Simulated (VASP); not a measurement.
# Au (I4/mmm) in VASP: a series of runs, part 2 of 2

VASP 6.6.1. The steps go on from the part before.

## Step 4: Single point, PBE (strain +0.000 along x and y, -0.015 along z)

File INCAR:

```
PREC = Accurate
ENCUT = 520
EDIFF = 1E-7
ISMEAR = 0
SIGMA = 0.15
LREAL = False
LASPH = True
NELM = 100
ALGO = Normal
ISIF = 2
LWAVE = False
LCHARG = True
GGA = PE
LELF = True
LVHAR = True
NBANDS = 12
```

File KPOINTS:

```
Automatic mesh
0
Gamma
  20 20 20
```

File POSCAR:

```
Au
1.0
    0.0000000000      2.0455000000      2.0148175000
    2.0455000000      0.0000000000      2.0148175000
    2.0455000000      2.0455000000      0.0000000000
Au
1
Direct
    0.0000000000      0.0000000000      0.0000000000
```

Potentials or basis: VASP PAW PBE potentials, release 64 (Au).

Started as:

```sh
$ cat potpaw_PBE.64/Au/POTCAR > POTCAR
$ mpirun -np 1 vasp_std > vasp.out
```

OUTCAR:

```text
PREC = Accurate
   ENCUT = 520
   EDIFF = 1E-7
   ISMEAR = 0
   LREAL = False
   LASPH = True
   NELM = 100
   ISIF = 2
   GGA = PE

 ion  position               nearest neighbor table
   1  0.000  0.000  0.000-

  LATTYP: Found a body centered tetragonal cell.
 ALAT       =     2.8927738418
 C/A-ratio  =     1.3930003589

  Lattice vectors:

 A1 = (   0.0000000000,  -2.0455000000,  -2.0148175000)
 A2 = (   0.0000000000,   2.0455000000,  -2.0148175000)
 A3 = (   2.0455000000,   0.0000000000,   2.0148175000)

Analysis of symmetry for initial positions (statically):
=====================================================================
 Subroutine PRICEL returns:
 Original cell was already a primitive cell.

 Routine SETGRP: Setting up the symmetry group for a
 body centered tetragonal supercell.

 Subroutine GETGRP returns: Found 16 space group operations
 (whereof 16 operations were pure point group operations)
 out of a pool of 16 trial point group operations.

The static configuration has the point symmetry D_4h.

Analysis of symmetry for dynamics (positions and initial velocities):
=====================================================================
 Subroutine PRICEL returns:
 Original cell was already a primitive cell.

 Routine SETGRP: Setting up the symmetry group for a
 body centered tetragonal supercell.

 Subroutine GETGRP returns: Found 16 space group operations
 (whereof 16 operations were pure point group operations)
 out of a pool of 16 trial point group operations.

The dynamic configuration has the point symmetry D_4h.

 Subroutine INISYM returns: Found 16 space group operations
 (whereof 16 operations are pure point group operations),
 and found     1 'primitive' translations

----------------------------------------------------------------------------------------

                                     Primitive cell

  volume of cell :      16.8603

  direct lattice vectors                    reciprocal lattice vectors
     0.000000000  2.045500000  2.014817500    -0.244439012  0.244439012  0.248161434
     2.045500000  0.000000000  2.014817500     0.244439012 -0.244439012  0.248161434
     2.045500000  2.045500000  0.000000000     0.244439012  0.244439012 -0.248161434

  length of vectors
     2.871160011  2.871160011  2.892773842     0.425540784  0.425540784  0.425540784

  position of ions in fractional coordinates (direct lattice)
     0.000000000  0.000000000  0.000000000

  ion indices of the primitive-cell ions
   primitive index   ion index
                 1           1

----------------------------------------------------------------------------------------

 KPOINTS: Automatic mesh

Automatic generation of k-mesh.
 Grid dimensions read from file:
 generate k-points for:   20   20   20

 Generating k-lattice:

  Cartesian coordinates                     Fractional coordinates (reciprocal lattice)
    -0.012221951  0.012221951  0.012408072     0.050000000 -0.000000000  0.000000000
     0.012221951 -0.012221951  0.012408072    -0.000000000  0.050000000  0.000000000
     0.012221951  0.012221951 -0.012408072     0.000000000  0.000000000  0.050000000

  Length of vectors
     0.021277039  0.021277039  0.021277039

  Shift w.r.t. Gamma in fractional coordinates (k-lattice)
     0.000000000  0.000000000  0.000000000

 Subroutine IBZKPT returns following result:
 ===========================================

 Found    641 irreducible k-points:

 Following reciprocal coordinates:
            Coordinates               Weight
  0.000000  0.000000  0.000000      1.000000
  0.050000 -0.000000  0.000000      8.000000
  0.100000 -0.000000  0.000000      8.000000
  0.150000 -0.000000  0.000000      8.000000
  0.200000 -0.000000  0.000000      8.000000
  0.250000  0.000000  0.000000      8.000000
[... 16 lines left out ...]
 -0.400000  0.050000  0.000000      8.000000
 -0.350000  0.050000  0.000000      8.000000
 [... further k-points ...]
   k-points           NKPTS =    641   k-points in BZ     NKDIM =    641   number of bands    NBANDS=     12
   number of dos      NEDOS =    301   number of ions     NIONS =      1
   total plane-waves  NPLWV =  13824
   dimension x,y,z NGX =    24 NGY =   24 NGZ =   24
   dimension x,y,z NGXF=    48 NGYF=   48 NGZF=   48
   ions per type =               1
   NGX,Y,Z   is equivalent  to a cutoff of  13.90, 13.90, 13.79 a.u.
   NGXF,Y,Z  is equivalent  to a cutoff of  27.79, 27.79, 27.59 a.u.
 SYSTEM =  unknown system
   PREC   = accura    normal or accurate (medium, high low for compatibility)
   ISTART =      0    job   : 0-new  1-cont  2-samecut
   ICHARG =      2    charge: 1-file 2-atom 10-const
   ISPIN  =      1    spin polarized calculation?
   LNONCOLLINEAR =      F non collinear calculations
   LSORBIT =      F    spin-orbit coupling
   LASPH  =      T    aspherical Exc in radial PAW
   ENCUT  =  520.0 eV  38.22 Ry    6.18 a.u.   5.34  5.34  5.38*2*pi/ulx,y,z
   NELM   =    100;   NELMIN=  2; NELMDL= -5     # of ELM steps
   EDIFF  = 0.1E-06   stopping-criterion for ELM
   LREAL  =      F    real-space projection
   EDIFFG = 0.1E-05   stopping-criterion for IOM
   NSW    =      0    number of steps for IOM
   IBRION =     -1    ionic relax: 0-MD 1-quasi-New 2-CG
   NFREE  =      0    steps in history (QN), initial steepest desc. (CG)
   ISIF   =      2    stress and relaxation
   ISYM   =      2    0-nonsym 1-usesym 2-fastsym
   POTIM  = 0.5000    time-step for ionic-motion
   TEBEG  =    0.0;   TEEND  =   0.0 temperature during run
   PSTRESS=    0.0 pullay stress
   NELECT =      11.0000    total number of electrons
   NUPDOWN=      -1.0000    fix difference up-down
   EMIN   =  10.00;   EMAX   =-10.00  energy-range for DOS
   EFERMI =   0.00;   METHOD = LEGACY
   ISMEAR =     0;   SIGMA  =   0.15  broadening in eV -4-tet -1-fermi 0-gaus
   EFERMI_NEDOS =   21; number of points for ismear=-14 and -15
   IALGO  =     38    algorithm
   IMIX   =      4    mixing-type and parameters
     AMIX     =   0.40;   BMIX     =  1.00
     AMIX_MAG =   1.60;   BMIX_MAG =  1.00
  volume/ion in A,a.u.               =      16.86       113.78
  Fermi-wavevector in a.u.,A,eV,Ry     =   1.419877  2.683179 27.430049  2.016052
  Thomas-Fermi vector in A             =   2.540852
   LORBIT       =      0    0 simple, 1 ext, 2 COOP (PROOUT), +10 PAW based schemes
   GGA     = PE    functional components
   LHFCALC =     F    Hartree Fock is set to
   AEXX    =    0.0000 exact exchange contribution
   IVDW    =     0    specifies the selected vdW correction
   LEPSILON=     F    determine dielectric tensor
   LRPA    =     F    only Hartree local field effects (RPA)
 non-spin polarized calculation
 Gauss-broadening in eV      SIGMA  =   0.15
  energy-cutoff  :      520.00
  volume of cell :       16.86
 maximum number of plane-waves:       471
 NGX is ok and might be reduce to    24
   NGX = 11   NGY = 11   NGZ = 11

 number of electron      10.9999999 magnetization

 Free energy of the ion-electron system (eV)
  ---------------------------------------------------
  ext. energy  EPLUGINS =         0.00000000
  ---------------------------------------------------
  free energy    TOTEN  =        -3.18888550 eV

  energy without entropy =       -3.18585445  energy(sigma->0) =       -3.18736998

 E-fermi :   9.6469     XC(G=0): -12.7811

 val. band max:        9.6203185939   @ k =   0.5000   0.1500   0.0500
 cond. band min:       9.6618196676   @ k =   0.5000   0.1000   0.2500
 fundamental gap:      0.0415010737
 Fermi energy:         9.6468932845

 k-point     1 :       0.0000    0.0000    0.0000
  band No.  band energies     occupation
      1      -0.3154      2.00000
      2       4.8606      2.00000
      3       4.8606      2.00000
      4       4.9947      2.00000
      5       6.3731      2.00000
      6       6.5207      2.00000
      7      24.1646      0.00000
      8      28.1340      0.00000
      9      28.1340      0.00000
     10      28.4042      0.00000
     11      33.1658      0.00000
     12      37.7145      0.00000
[... 331 lines left out ...]
 k-point    24 :      -0.3500    0.0500    0.0000
  band No.  band energies     occupation
      1       2.2579      2.00000
      2       4.9711      2.00000
      3       5.0329      2.00000
      4       6.0246      2.00000
      5       7.1159      2.00000
      6       7.6300      2.00000
      7      16.3722      0.00000
      8      24.2868      0.00000
      9      27.0998      0.00000
     10      28.4219      0.00000
     11      33.0117      0.00000
     12      33.7595      0.00000

 [... further k-points ...]

------------------------ aborting loop because EDIFF is reached ----------------------------------------

  FORCE on cell =-STRESS in cart. coord.  units (eV):
  Direction    XX          YY          ZZ          XY          YZ          ZX
  --------------------------------------------------------------------------------------
  -------------------------------------------------------------------------------------
  Total        1.0877528      1.0877528      1.1431006      0.0000000     -0.0000000      0.0000000
  in kB      103.3656169    103.3656169    108.6251435      0.0000000     -0.0000000      0.0000000
  external PRESSURE =     105.1187924 kB  Pullay stress =       0.0000000 kB

 VOLUME and BASIS-vectors are now :
 -----------------------------------------------------------------------------
  energy-cutoff  :      520.00
  volume of cell :       16.86
      direct lattice vectors                 reciprocal lattice vectors
     0.000000000  2.045500000  2.014817500    -0.244439012  0.244439012  0.248161434
     2.045500000  0.000000000  2.014817500     0.244439012 -0.244439012  0.248161434
     2.045500000  2.045500000  0.000000000     0.244439012  0.244439012 -0.248161434

 POSITION                                       TOTAL-FORCE (eV/Angst)
 -----------------------------------------------------------------------------------
      0.00000      0.00000      0.00000         0.000000      0.000000      0.000000
 -----------------------------------------------------------------------------------
    total drift:                               -0.000000      0.000000     -0.000000

  FREE ENERGIE OF THE ION-ELECTRON SYSTEM (eV)
  ---------------------------------------------------
  free  energy   TOTEN  =        -3.1888855008 eV

  energy  without entropy=       -3.1858544545  energy(sigma->0) =       -3.18736998
```

OSZICAR:

```text
N       E                     dE             d eps       ncg     rms          rms(c)
DAV:   1     0.496358712000E+02    0.49636E+02   -0.56127E+03 16052   0.819E+02
DAV:   2    -0.274991107250E+01   -0.52386E+02   -0.49183E+02 18076   0.187E+02
DAV:   3    -0.345320960705E+01   -0.70330E+00   -0.70242E+00 18628   0.209E+01
DAV:   4    -0.345562421556E+01   -0.24146E-02   -0.24145E-02 18520   0.141E+00
DAV:   5    -0.345564200607E+01   -0.17791E-04   -0.17790E-04 18960   0.115E-01    0.972E+00
DAV:   6    -0.321087431197E+01    0.24477E+00   -0.63448E-01 16760   0.651E+00    0.613E+00
DAV:   7    -0.319115859229E+01    0.19716E-01   -0.68387E-02 18320   0.214E+00    0.280E+00
DAV:   8    -0.318889398897E+01    0.22646E-02   -0.19682E-03 17108   0.381E-01    0.261E-01
DAV:   9    -0.318888032723E+01    0.13662E-04   -0.97307E-06 18808   0.282E-02    0.174E-02
DAV:  10    -0.318888553089E+01   -0.52037E-05   -0.23809E-06 18348   0.146E-02    0.120E-03
DAV:  11    -0.318888550079E+01    0.30095E-07   -0.56900E-08 15404   0.182E-03
   1 F= -.31888855E+01 E0= -.31873700E+01  d E =-.303105E-02
```

Run time: 4 min. Hardware: 1 thread of Intel Xeon 8259CL, shared host; peak memory 0.25 GiB.

Results:

* Free energy: -3.1889 eV
* Pressure: 10.5 GPa
* Band gap on the k mesh: zero (an odd number of electrons rules out a gap without spin polarisation)

Levels at points of the mesh, in eV from the Fermi level:
```csv
k point,band 3,band 4,band 5,band 6,band 7,band 8,band 9,band 10
"(0.00, 0.00, 0.00)",-4.79,-4.65,-3.27,-3.13,14.52,18.49,18.49,18.76
"(0.50, 0.00, 0.00)",-4.72,-2.01,-1.94,-1.00,3.14,13.96,17.06,17.40
"(0.50, 0.50, 0.00)",-2.02,-1.64,-1.64,1.18,6.11,9.87,9.87,17.18
"(0.50, 0.00, 0.50)",-2.02,-1.70,-1.60,0.91,5.75,10.12,10.16,17.42
```

Caveat: the cell differs from its parent crystal (strain +0.000 along x and y, -0.015 along z); the cell stands under pressure; spin-orbit coupling is left out, which moves the levels of the heavy elements.

## Step 5: Overview

```tsv
cell	gap on the mesh (eV)	pressure (GPa)
a = 2.850, b = 2.850, c = 2.893 Å, angles 59.5, 59.5, 61.0°, 1 atom	none	13.7
a = 2.871, b = 2.871, c = 2.849 Å, angles 60.3, 60.3, 59.5°, 1 atom	none	13.6
a = 2.871, b = 2.871, c = 2.893 Å, angles 59.8, 59.8, 60.5°, 1 atom	none	10.5
```

Alike in all rows: task single point; level PBE; potentials or basis VASP PAW PBE potentials, release 64 (Au); no spin polarisation; k mesh 20 × 20 × 20; cutoff (eV) 520; smearing gaussian 0.15 eV.

Caveats: the cell stands under pressure; spin-orbit coupling is left out, which moves the levels of the heavy elements.

Total energies depend on the potentials used, so only differences within one code and one set of settings carry meaning.
